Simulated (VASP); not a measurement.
# BiIr3 (I4/mmm) in VASP: further runs

BiIr3 is run at these levels: PBE; tasks: single point, relaxation of cell and atoms.

All numbers are computed with VASP 6.6.1; they aren't measurements. Logs are shortened: lines on timing, memory, paths and dates and some standing lists are left out, and cuts for length are marked.

## 1. The cell of the first run

Symmetry: I4/mmm, No. 139, tetragonal system. Conventional cell: a = 4.158 Å, b = 4.158 Å, c = 7.876 Å, α = 90.00°, β = 90.00°, γ = 90.00°. Within 4.2 Å of Bi (site symmetry 4/mmm) lie 14 Ir at 2.86 to 3.94 Å and 4 Bi at 4.16 Å. Ir (site symmetry 4/mmm) has 12 Ir at 2.86 to 4.16 Å and 6 Bi at 2.94 to 3.94 Å within 4.2 Å. Ir (site symmetry -4m2) has 4 Bi at 2.86 Å and 14 Ir at 2.86 to 4.16 Å within 4.2 Å.

## 2. Single point, PBE

INCAR reads:

```
SYSTEM = BiIr3
PREC = Accurate
ENCUT = 520
EDIFF = 1E-6
ISMEAR = 0
SIGMA = 0.1
LREAL = .False.
LASPH = .True.
NELM = 60
ALGO = Normal
ISIF = 2
LWAVE = .False.
LCHARG = .True.
GGA = PE
LELF = .True.
LVHAR = .True.
NBANDS = 29
```

KPOINTS reads:

```
Automatic mesh
0
Gamma
  6 6 6
  0 0 0
```

POSCAR reads:

```
BiIr3
1.0
   -2.0788849844      2.0788849844      3.9381030259
    2.0788849844     -2.0788849844      3.9381030259
    2.0788849844      2.0788849844     -3.9381030259
Bi Ir
1 3
Direct
    0.0000000000      0.0000000000      0.0000000000
    0.5000000000      0.5000000000      0.0000000000
    0.2500000000      0.7500000000      0.5000000000
    0.7500000000      0.2500000000      0.5000000000
```

Potentials or basis: VASP PAW PBE potentials, release 64 (Bi_d, Ir).

On the command line:

```
$ cat potpaw_PBE.64/Bi_d/POTCAR potpaw_PBE.64/Ir/POTCAR > POTCAR
$ mpirun -np 1 vasp_std > vasp.out
```

OUTCAR:

```text
SYSTEM = BiIr3
   PREC = Accurate
   ENCUT = 520
   EDIFF = 1E-6
   ISMEAR = 0
   LREAL = .False.
   LASPH = .True.
   NELM = 60
   ISIF = 2
   GGA = PE

 ion  position               nearest neighbor table
   1  0.000  0.000  0.000-   4 2.86   3 2.86   3 2.86   4 2.86   3 2.86   4 2.86   4 2.86   3 2.86
                             2 2.94   2 2.94   2 2.94   2 2.94
   2  0.500  0.500  0.000-   3 2.86   4 2.86   3 2.86   4 2.86   3 2.86   4 2.86   3 2.86   4 2.86
                             1 2.94   1 2.94   1 2.94   1 2.94
   3  0.250  0.750  0.500-   1 2.86   2 2.86   1 2.86   2 2.86   1 2.86   2 2.86   1 2.86   2 2.86
                             4 2.94   4 2.94   4 2.94   4 2.94
   4  0.750  0.250  0.500-   2 2.86   1 2.86   1 2.86   2 2.86   1 2.86   2 2.86   2 2.86   1 2.86
                             3 2.94   3 2.94   3 2.94   3 2.94

  LATTYP: Found a body centered tetragonal cell.
 ALAT       =     4.1577699688
 C/A-ratio  =     1.8943342491

  Lattice vectors:

 A1 = (  -2.0788849844,   2.0788849844,   3.9381030259)
 A2 = (   2.0788849844,  -2.0788849844,   3.9381030259)
 A3 = (   2.0788849844,   2.0788849844,  -3.9381030259)

Analysis of symmetry for initial positions (statically):
=====================================================================
 Subroutine PRICEL returns:
 Original cell was already a primitive cell.

 Routine SETGRP: Setting up the symmetry group for a
 body centered tetragonal supercell.

 Subroutine GETGRP returns: Found 16 space group operations
 (whereof 16 operations were pure point group operations)
 out of a pool of 16 trial point group operations.

The static configuration has the point symmetry D_4h.

Analysis of symmetry for dynamics (positions and initial velocities):
=====================================================================
 Subroutine PRICEL returns:
 Original cell was already a primitive cell.

 Routine SETGRP: Setting up the symmetry group for a
 body centered tetragonal supercell.

 Subroutine GETGRP returns: Found 16 space group operations
 (whereof 16 operations were pure point group operations)
 out of a pool of 16 trial point group operations.

The dynamic configuration has the point symmetry D_4h.

 Subroutine INISYM returns: Found 16 space group operations
 (whereof 16 operations are pure point group operations),
 and found     1 'primitive' translations

----------------------------------------------------------------------------------------

                                     Primitive cell

  volume of cell :      68.0782

  direct lattice vectors                    reciprocal lattice vectors
    -2.078884984  2.078884984  3.938103026     0.000000000  0.240513546  0.126964682
     2.078884984 -2.078884984  3.938103026     0.240513546  0.000000000  0.126964682
     2.078884984  2.078884984 -3.938103026     0.240513546  0.240513546  0.000000000

  length of vectors
     4.914486850  4.914486850  4.914486850     0.271968374  0.271968374  0.340137519

  position of ions in fractional coordinates (direct lattice)
     0.000000000  0.000000000  0.000000000
     0.500000000  0.500000000  0.000000000
     0.250000000  0.750000000  0.500000000
     0.750000000  0.250000000  0.500000000

  ion indices of the primitive-cell ions
   primitive index   ion index
                 1           1
                 2           2
                 3           3
                 4           4

----------------------------------------------------------------------------------------

 KPOINTS: Automatic mesh

Automatic generation of k-mesh.
 Grid dimensions read from file:
 generate k-points for:    6    6    6

 Generating k-lattice:

  Cartesian coordinates                     Fractional coordinates (reciprocal lattice)
     0.000000000  0.040085591  0.021160780     0.166666667 -0.000000000  0.000000000
     0.040085591  0.000000000  0.021160780    -0.000000000  0.166666667  0.000000000
     0.040085591  0.040085591  0.000000000     0.000000000  0.000000000  0.166666667

  Length of vectors
     0.045328062  0.045328062  0.056689587

  Shift w.r.t. Gamma in fractional coordinates (k-lattice)
     0.000000000  0.000000000  0.000000000

 Subroutine IBZKPT returns following result:
 ===========================================

 Found     30 irreducible k-points:

 Following reciprocal coordinates:
            Coordinates               Weight
  0.000000  0.000000  0.000000      1.000000
  0.166667  0.000000 -0.000000      8.000000
  0.333333  0.000000 -0.000000      8.000000
  0.500000 -0.000000  0.000000      4.000000
  0.166667  0.166667  0.000000      8.000000
  0.333333  0.166667 -0.000000     16.000000
[... 16 lines left out ...]
 -0.333333 -0.333333  0.166667      8.000000
 -0.166667 -0.333333  0.166667      8.000000
 [... further k-points ...]
   k-points           NKPTS =     30   k-points in BZ     NKDIM =     30   number of bands    NBANDS=     29
   number of dos      NEDOS =    301   number of ions     NIONS =      4
   total plane-waves  NPLWV =  64000
   dimension x,y,z NGX =    40 NGY =   40 NGZ =   40
   dimension x,y,z NGXF=    80 NGYF=   80 NGZF=   80
   ions per type =               1   3
   NGX,Y,Z   is equivalent  to a cutoff of  13.53, 13.53, 13.53 a.u.
   NGXF,Y,Z  is equivalent  to a cutoff of  27.06, 27.06, 27.06 a.u.
 SYSTEM =  BiIr3
   PREC   = accura    normal or accurate (medium, high low for compatibility)
   ISTART =      0    job   : 0-new  1-cont  2-samecut
   ICHARG =      2    charge: 1-file 2-atom 10-const
   ISPIN  =      1    spin polarized calculation?
   LNONCOLLINEAR =      F non collinear calculations
   LSORBIT =      F    spin-orbit coupling
   LASPH  =      T    aspherical Exc in radial PAW
   ENCUT  =  520.0 eV  38.22 Ry    6.18 a.u.   9.14  9.14  9.14*2*pi/ulx,y,z
   NELM   =     60;   NELMIN=  2; NELMDL= -5     # of ELM steps
   EDIFF  = 0.1E-05   stopping-criterion for ELM
   LREAL  =      F    real-space projection
   EDIFFG = 0.1E-04   stopping-criterion for IOM
   NSW    =      0    number of steps for IOM
   IBRION =     -1    ionic relax: 0-MD 1-quasi-New 2-CG
   NFREE  =      0    steps in history (QN), initial steepest desc. (CG)
   ISIF   =      2    stress and relaxation
   ISYM   =      2    0-nonsym 1-usesym 2-fastsym
   POTIM  = 0.5000    time-step for ionic-motion
   TEBEG  =    0.0;   TEEND  =   0.0 temperature during run
   PSTRESS=    0.0 pullay stress
   NELECT =      42.0000    total number of electrons
   NUPDOWN=      -1.0000    fix difference up-down
   EMIN   =  10.00;   EMAX   =-10.00  energy-range for DOS
   EFERMI =   0.00;   METHOD = LEGACY
   ISMEAR =     0;   SIGMA  =   0.10  broadening in eV -4-tet -1-fermi 0-gaus
   EFERMI_NEDOS =   21; number of points for ismear=-14 and -15
   IALGO  =     38    algorithm
   IMIX   =      4    mixing-type and parameters
     AMIX     =   0.40;   BMIX     =  1.00
     AMIX_MAG =   1.60;   BMIX_MAG =  1.00
  volume/ion in A,a.u.               =      17.02       114.85
  Fermi-wavevector in a.u.,A,eV,Ry     =   1.393655  2.633626 26.426244  1.942274
  Thomas-Fermi vector in A             =   2.517280
   LORBIT       =      0    0 simple, 1 ext, 2 COOP (PROOUT), +10 PAW based schemes
   GGA     = PE    functional components
   LHFCALC =     F    Hartree Fock is set to
   AEXX    =    0.0000 exact exchange contribution
   IVDW    =     0    specifies the selected vdW correction
   LEPSILON=     F    determine dielectric tensor
   LRPA    =     F    only Hartree local field effects (RPA)
 non-spin polarized calculation
 Gauss-broadening in eV      SIGMA  =   0.10
  energy-cutoff  :      520.00
  volume of cell :       68.08
 maximum number of plane-waves:      1870
 NGX is ok and might be reduce to    40
   NGX = 19   NGY = 19   NGZ = 19

 number of electron      41.9999998 magnetization

 Free energy of the ion-electron system (eV)
  ---------------------------------------------------
  ext. energy  EPLUGINS =         0.00000000
  ---------------------------------------------------
  free energy    TOTEN  =       -28.22438636 eV

  energy without entropy =      -28.19405874  energy(sigma->0) =      -28.20922255

 E-fermi :  10.0506     XC(G=0): -13.0264

 val. band max:       10.0376346742   @ k =   0.3333   0.1667  -0.0000
 cond. band min:      10.0951185450   @ k =   0.1667   0.1667   0.0000
 fundamental gap:      0.0574838708
 Fermi energy:        10.0505988806

 k-point     1 :       0.0000    0.0000    0.0000
  band No.  band energies     occupation
      1     -13.1139      2.00000
      2     -13.1048      2.00000
      3     -13.1048      2.00000
      4     -13.0994      2.00000
      5     -13.0875      2.00000
      6      -3.5521      2.00000
[... 21 lines left out ...]
     28      15.9797      0.00000
     29      16.4966      0.00000

 k-point     2 :       0.1667    0.0000   -0.0000
  band No.  band energies     occupation
      1     -13.1107      2.00000
      2     -13.1064      2.00000
      3     -13.1056      2.00000
      4     -13.0965      2.00000
      5     -13.0827      2.00000
      6      -3.2721      2.00000
[... 21 lines left out ...]
     28      16.4877      0.00000
     29      16.8570      0.00000

 k-point     3 :       0.3333    0.0000   -0.0000
  band No.  band energies     occupation
      1     -13.1142      2.00000
      2     -13.1073      2.00000
      3     -13.1016      2.00000
      4     -13.0907      2.00000
      5     -13.0712      2.00000
      6      -2.5943      2.00000
[... 21 lines left out ...]
     28      16.5994      0.00000
     29      17.0899      0.00000

 k-point     4 :       0.5000   -0.0000    0.0000
  band No.  band energies     occupation
      1     -13.1169      2.00000
      2     -13.1081      2.00000
      3     -13.0989      2.00000
      4     -13.0879      2.00000
      5     -13.0646      2.00000
      6      -2.1513      2.00000
[... 597 lines left out ...]
     28      17.4092      0.00000
     29      17.7557      0.00000

 k-point    23 :      -0.3333   -0.3333    0.1667
  band No.  band energies     occupation
      1     -13.1154      2.00000
      2     -13.1127      2.00000
      3     -13.1077      2.00000
      4     -13.0951      2.00000
      5     -13.0784      2.00000
      6      -2.4964      2.00000
[... 21 lines left out ...]
     28      17.7446      0.00000
     29      18.6821      0.00000

 k-point    24 :      -0.1667   -0.3333    0.1667
  band No.  band energies     occupation
      1     -13.1177      2.00000
      2     -13.1087      2.00000
      3     -13.1086      2.00000
      4     -13.0952      2.00000
      5     -13.0826      2.00000
      6      -2.8865      2.00000
[... 21 lines left out ...]
     28      17.0510      0.00000
     29      17.7384      0.00000

 [... further k-points ...]

------------------------ aborting loop because EDIFF is reached ----------------------------------------

  FORCE on cell =-STRESS in cart. coord.  units (eV):
  Direction    XX          YY          ZZ          XY          YZ          ZX
  --------------------------------------------------------------------------------------
  -------------------------------------------------------------------------------------
  Total        0.0711829      0.0711829      0.0486004      0.0000000      0.0000000      0.0000000
  in kB        1.6752453      1.6752453      1.1437788      0.0000000      0.0000000      0.0000000
  external PRESSURE =       1.4980898 kB  Pullay stress =       0.0000000 kB

 VOLUME and BASIS-vectors are now :
 -----------------------------------------------------------------------------
  energy-cutoff  :      520.00
  volume of cell :       68.08
      direct lattice vectors                 reciprocal lattice vectors
    -2.078884984  2.078884984  3.938103026     0.000000000  0.240513546  0.126964682
     2.078884984 -2.078884984  3.938103026     0.240513546  0.000000000  0.126964682
     2.078884984  2.078884984 -3.938103026     0.240513546  0.240513546  0.000000000

 POSITION                                       TOTAL-FORCE (eV/Angst)
 -----------------------------------------------------------------------------------
      0.00000      0.00000      0.00000        -0.000000      0.000000     -0.000000
      0.00000      0.00000      3.93810        -0.000000      0.000000     -0.000000
      2.07888      0.00000      1.96905        -0.000000      0.000000      0.000000
      0.00000      2.07888      1.96905         0.000000     -0.000000     -0.000000
 -----------------------------------------------------------------------------------
    total drift:                               -0.000000     -0.000000      0.000000

  FREE ENERGIE OF THE ION-ELECTRON SYSTEM (eV)
  ---------------------------------------------------
  free  energy   TOTEN  =       -28.2243863563 eV

  energy  without entropy=      -28.1940587436  energy(sigma->0) =      -28.20922255
```

It took 64 s on 1 thread of AMD EPYC 9R14 (Zen 4), shared host; peak memory 0.23 GiB.

Results:

```
Free energy            : -28.2244 eV
Pressure               : 0.1 GPa
Band gap on the k mesh : zero (bands 21 and 22 overlap by 0.48 eV)
```

Caveat: spin-orbit coupling is left out, which moves the levels of the heavy elements.

## 3. Relaxation of cell and atoms, PBE

This run uses another cell than the first one, of 17.83 Å³/atom.

INCAR reads:

```
PREC = Accurate
ENCUT = 600
EDIFF = 1E-7
ISMEAR = 0
SIGMA = 0.1
LREAL = F
LASPH = T
NELM = 100
ALGO = Fast
ISIF = 3
LWAVE = F
LCHARG = F
GGA = PE
IBRION = 2
NSW = 90
EDIFFG = -0.04
```

KPOINTS reads:

```
regular mesh
0
Gamma
  6 6 6
```

POSCAR reads:

```
BiIr3
1.0
   -1.9983767777      1.9983767777      4.4639065684
    1.9983767777     -1.9983767777      4.4639065684
    1.9983767777      1.9983767777     -4.4639065684
Bi Ir
1 3
Direct
    0.0000000000      0.0000000000      0.0000000000
    0.5000000000      0.5000000000      0.0000000000
    0.2500000000      0.7500000000      0.5000000000
    0.7500000000      0.2500000000      0.5000000000
```

Potentials or basis: VASP PAW PBE potentials, release 64 (Bi_d, Ir).

On the command line:

```
$ cat potpaw_PBE.64/Bi_d/POTCAR potpaw_PBE.64/Ir/POTCAR > POTCAR
$ mpirun -np 1 vasp_std > vasp.out
```

Wall time 9 min (1 thread of AMD EPYC 9R14 (Zen 4), shared host); peak memory 0.28 GiB.

It converged, with:

```yaml
Free_energy: -28.2247 eV
Relaxed_volume: 17.04 Å³/atom
Relaxed_cell: a = 4.915 Å, b = 4.915 Å, c = 4.915 Å, α = 129.93°, β = 129.93°, γ = 73.52°
Space_group_after_relaxing_to_0.1_Å: I4/mmm (No. 139)
Energy_gained_by_relaxing: 122.2 meV/atom
Ionic_steps: 7
Pressure_after_relaxing: 0.0 GPa
Band_gap_on_the_k_mesh: zero (bands 21 and 22 overlap by 0.48 eV)
```

The path:
| step | energy change (eV) | largest force (eV/Å) | pressure (GPa) | volume (Å³) |
| --- | --- | --- | --- | --- |
| 1 | 0.0000 | 0.0000 | -5.85 | 71.31 |
| 2 | -0.2207 | 0.0000 | 13.20 | 64.65 |
| 3 | -0.2492 | 0.0000 | 7.67 | 66.17 |
| 4 | -0.4357 | 0.0000 | 5.66 | 66.46 |
| 5 | -0.4632 | 0.0000 | 5.15 | 66.55 |
| 6 | -0.4815 | 0.0000 | -2.53 | 69.03 |
| 7 | -0.4887 | 0.0000 | 0.01 | 68.14 |

Final structure:
```yaml
crystal:
  lattice:
    - [-2.07997, 2.07997, 3.93769]
    - [2.07997, -2.07997, 3.93769]
    - [2.07997, 2.07997, -3.93769]
  atoms:
    - { symbol: Bi, position: [0.00000, 0.00000, 0.00000] }
    - { symbol: Ir, position: [0.50000, 0.50000, 0.00000] }
    - { symbol: Ir, position: [0.25000, 0.75000, 0.50000] }
    - { symbol: Ir, position: [0.75000, 0.25000, 0.50000] }
```

Levels at points of the mesh, in eV from the Fermi level:
| k point | band 19 | band 20 | band 21 | band 22 | band 23 | band 24 |
| --- | --- | --- | --- | --- | --- | --- |
| (0.00, 0.00, 0.00) | -0.71 | -0.65 | -0.36 | -0.22 | 0.80 | 3.22 |
| (0.50, 0.00, 0.00) | -1.49 | -1.44 | -0.14 | -0.02 | 0.30 | 2.69 |
| (0.50, 0.50, 0.00) | -1.31 | -1.12 | -0.98 | -0.06 | 0.19 | 1.32 |
| (0.50, 0.50, 0.50) | -1.16 | -0.47 | 0.19 | 0.19 | 0.35 | 0.79 |

Caveat: spin-orbit coupling is left out, which moves the levels of the heavy elements.

The gap in the log of VASP goes by the Fermi energy; the results here count the filled bands.